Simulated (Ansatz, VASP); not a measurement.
## Rh in VASP and in Ansatz

The input INCAR:

```
SYSTEM = Rh
  PREC = Accurate
  ENCUT = 520
  EDIFF = 1E-6
  ISMEAR = 0
  SIGMA = 0.15
  LREAL = .False.
  LASPH = .True.
  NELM = 100
  ALGO = Fast
  ISIF = 2
  LWAVE = .False.
  LCHARG = .True.
  GGA = PS
  LELF = .True.
  LVHAR = .True.
  NBANDS = 14
```

Contents of KPOINTS:

```
regular mesh
0
Gamma
  22 22 22
  0 0 0
```

POSCAR

```
Rh
1.0
    0.0000000000      1.9015500000      1.9015500000
    1.9205655000      0.0000000000      1.9015500000
    1.9205655000      1.9015500000      0.0000000000
Rh
1
Direct
    0.0000000000      0.0000000000      0.0000000000
```

Input for Ansatz:

```yaml
crystal:
  lattice:
    - [0.0, 1.90155, 1.90155]
    - [1.9205655, 0.0, 1.90155]
    - [1.9205655, 1.90155, 0.0]
  atoms:
    - { symbol: Rh, position: [0.0, 0.0, 0.0] }
basis:
  ecutwfc: 420
kpoints:
  mp_grid: { grid: [22, 22, 22] }
hamiltonian:
  xc: pbesol
scf:
  occupations: { method: gaussian, width: 0.15 }
output:
  forces: true
  stress: true
  eigenvalues: true
```

Change from the starting cell: strain +0.0100 x Voigt [1, 0, 0, 0, 0, 0], atoms carried along.

Alike in both runs: task single point; functional PBEsol; k mesh 22 × 22 × 22; occupations gaussian, width 0.15 eV; no spin polarisation.

```csv
,VASP,Ansatz
version,VASP 6.6.1,Ansatz 0.2.0
potentials or method,"VASP PAW PBE potentials, release 64 (Rh_pv), cutoff 520 eV","scalar-relativistic, plane waves, PAW"
valence electrons in the cell,15,17
```

Ansatz gave:

- gap on the k mesh at the Fermi level (eV): none
- pressure (GPa): -7.7
- traceless stress, the component that is largest in VASP (GPa): -1.61

Task: Which values does VASP return?

Result: gap on the k mesh at the Fermi level (eV): none; pressure (GPa): -7.8; traceless stress, the component that is largest in VASP (GPa): -1.60.

VASP's potentials were made for PBE, not for PBEsol. A gap of «none» marks a metal or a gap that the smearing closes. VASP's potentials hold 15 valence electrons a cell and Ansatz's 17, so a difference there can come from the potentials and not from the codes.
